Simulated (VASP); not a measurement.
In4Sb3As:

```
In Sb As
1.0
     4.24387    0.00000    0.00000
     0.00000    4.24387    0.00000
     0.00000    0.00000   12.00347
In Sb As
4 3 1
Direct
  0.50000 0.00000 0.87500
  0.00000 0.50000 0.12500
  0.50000 0.00000 0.37500
  0.00000 0.50000 0.62500
  0.00000 0.00000 0.00000
  0.50000 0.50000 0.25000
  0.50000 0.50000 0.75000
  0.00000 0.00000 0.50000
```

| Quantity | Value |
| --- | --- |
| Program | VASP 6.6.1 |
| Task | relaxation of cell and atoms |
| Functional | PBE |
| Potentials or basis | VASP PAW PBE potentials, release 64 (In_d, Sb, As) |
| Cutoff | 600 eV |
| k mesh | 4 × 4 × 2 |
| Occupations | gaussian, width 0.1 eV |
| Spin | no spin polarisation |

At the start: pressure 18.6 GPa; volume 27.02 Å³/atom.

Question: How do energy, volume and symmetry change on relaxing?

Answer: Over 10 steps the energy falls by 381.4 meV/atom and the volume is 34.92 Å³/atom (+29.2 %); space group P-4m2 (No. 115, to 0.05 Å).

The path:
| step | energy change (eV) | largest force (eV/Å) | pressure (GPa) | volume (Å³) |
| --- | --- | --- | --- | --- |
| 1 | 0.0000 | 1.6135 | 18.56 | 216.19 |
| 2 | -2.2127 | 0.1749 | -4.24 | 329.64 |
| 3 | -2.9737 | 0.4589 | -0.02 | 279.96 |
| 4 | -2.9736 | 0.4447 | -0.21 | 281.35 |
| 5 | -2.9957 | 0.3219 | -0.18 | 280.82 |
| 6 | -3.0294 | 0.2475 | -0.03 | 279.21 |
| 7 | -3.0302 | 0.2533 | 0.00 | 278.91 |
| 8 | -3.0427 | 0.1343 | 0.02 | 278.62 |
| 9 | -3.0492 | 0.1064 | 0.07 | 278.20 |
| 10 | -3.0509 | 0.0108 | -0.09 | 279.36 |

Final structure:
```yaml
crystal:
  lattice:
    - [4.66183, 0.00000, 0.00000]
    - [0.00000, 4.66183, 0.00000]
    - [0.00000, 0.00000, 12.85458]
  atoms:
    - { symbol: In, position: [0.50000, 0.00000, 0.87063] }
    - { symbol: In, position: [0.00000, 0.50000, 0.12937] }
    - { symbol: In, position: [0.50000, 0.00000, 0.38737] }
    - { symbol: In, position: [0.00000, 0.50000, 0.61263] }
    - { symbol: Sb, position: [0.00000, 0.00000, 0.00000] }
    - { symbol: Sb, position: [0.50000, 0.50000, 0.25832] }
    - { symbol: Sb, position: [0.50000, 0.50000, 0.74168] }
    - { symbol: As, position: [0.00000, 0.00000, 0.50000] }
```

Caveat: the k points lie up to 0.34 Å⁻¹ apart in the final cell; the volume moved by over 15 % at a fixed basis, so the end points are rough.
